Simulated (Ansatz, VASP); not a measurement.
# Sn: VASP beside Ansatz

The input INCAR:

```
PREC = Accurate
ENCUT = 520
EDIFF = 1E-6
ISMEAR = 0
SIGMA = 0.05
LREAL = False
LASPH = True
NELM = 60
ALGO = Normal
ISIF = 2
LWAVE = False
LCHARG = False
GGA = PE
NBANDS = 21
```

KPOINTS

```
Automatic mesh
0
Gamma
  10 10 10
```

Contents of POSCAR:

```
Sn
1.0
    0.0000000000      3.0628429344      3.0628429344
    3.0628429344      0.0000000000      3.0628429344
    3.0628429344      3.0628429344      0.0000000000
Sn
2
Direct
    0.0000000000      0.0000000000      0.0000000000
    0.2500000000      0.2500000000      0.2500000000
```

Input for Ansatz:

```yaml
crystal:
  lattice:
    - [0.0, 3.0628429344, 3.0628429344]
    - [3.0628429344, 0.0, 3.0628429344]
    - [3.0628429344, 3.0628429344, 0.0]
  atoms:
    - { symbol: Sn, position: [0.0, 0.0, 0.0] }
    - { symbol: Sn, position: [0.25, 0.25, 0.25] }
basis:
  ecutwfc: 420
  fft_grid_basis: typed
kpoints:
  mp_grid: { grid: [10, 10, 10] }
hamiltonian:
  xc: pbe
scf:
  occupations: { method: gaussian, width: 0.05 }
output:
  forces: true
  stress: true
  eigenvalues: true
  bader: true
  write_density: true
  volumetric_format: npy
  elf: true
```

Alike in both runs: task single point; functional PBE; k mesh 10 × 10 × 10; occupations gaussian, width 0.05 eV; no spin polarisation.

```csv
,VASP,Ansatz
version,VASP 6.6.1,Ansatz 0.2.0
potentials or method,"VASP PAW PBE potentials, release 64 (Sn_d), cutoff 520 eV","scalar-relativistic, plane waves, PAW"
valence electrons in the cell,28,28
```

VASP gave:

* gap on the k mesh at the Fermi level (eV): 0.29
* pressure (GPa): 16.2

Task: What did Ansatz give for the same quantities?

Result: gap on the k mesh at the Fermi level (eV): 0.29; pressure (GPa): 16.3.
